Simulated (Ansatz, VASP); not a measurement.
**One calculation of Re, two programs**

```
Re
1.0
     0.00000    2.16677    1.67491
     2.16677    0.00000    1.67491
     2.16677    2.16677    0.00000
Re
1
Direct
  0.00000 0.00000 0.00000
```

Alike in both runs: task single point; functional PBE; k mesh 10 × 10 × 10; occupations gaussian, width 0.15 eV; no spin polarisation.

|  | VASP | Ansatz |
| --- | --- | --- |
| version | VASP 6.6.1 | Ansatz 0.2.0 |
| potentials or method | VASP PAW PBE potentials, release 64 (Re), cutoff 520 eV | scalar-relativistic, plane waves, PAW |
| valence electrons in the cell | 7 | 15 |

```csv
,VASP,Ansatz,Ansatz less VASP
gap on the k mesh at the Fermi level (eV),none,none,-
pressure (GPa),-13.5,-12.9,+0.67
"traceless stress, the component that is largest in VASP (GPa)",2.65,2.12,-0.527
```

A gap of «none» marks a metal or a gap that the smearing closes. With one functional, cell and mesh, what is left measures potentials, basis and numerics. VASP's potentials hold 7 valence electrons a cell and Ansatz's 15, so a difference there can come from the potentials and not from the codes.

Neither program's run includes spin-orbit coupling.
